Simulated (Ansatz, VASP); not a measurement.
# Two plane-wave programs on CdHg5Se6

```
Cd Hg Se
1.0
     4.42230    0.00000    0.00000
     0.00000    4.42230    0.00000
     0.00000    0.00000   18.72355
Cd Hg Se
1 5 6
Direct
  0.00000 0.00000 0.50000
  0.00000 0.00000 0.83264
  0.50000 0.50000 0.00000
  0.00000 0.00000 0.16736
  0.50000 0.50000 0.33462
  0.50000 0.50000 0.66538
  0.50000 0.00000 0.08367
  0.00000 0.50000 0.25097
  0.50000 0.00000 0.41840
  0.00000 0.50000 0.58161
  0.50000 0.00000 0.74903
  0.00000 0.50000 0.91633
```

Alike in both runs: task single point; functional PBE; k mesh 4 × 4 × 1; occupations gaussian, width 0.1 eV; no spin polarisation.

|  | VASP | Ansatz |
| --- | --- | --- |
| version | VASP 6.6.1 | Ansatz 0.2.0 |
| potentials or method | VASP PAW PBE potentials, release 64 (Cd, Hg, Se), cutoff 520 eV | scalar-relativistic, plane waves, PAW |
| valence electrons in the cell | 108 | 216 |

Ansatz gave:

| Quantity | Value |
| --- | --- |
| gap on the k mesh at the Fermi level (eV) | none |
| pressure (GPa) | 0.1 |
| traceless stress, the component that is largest in VASP (GPa) | -0.11 |

**Question.** Estimate VASP's values.

**Answer.** gap on the k mesh at the Fermi level (eV): none; pressure (GPa): 0.3; traceless stress, the component that is largest in VASP (GPa): -0.11.

A gap of «none» marks a metal or a gap that the smearing closes. With one functional, cell and mesh, what is left measures potentials, basis and numerics. VASP's potentials hold 108 valence electrons a cell and Ansatz's 216, so a difference there can come from the potentials and not from the codes.

Spin-orbit coupling is off throughout.
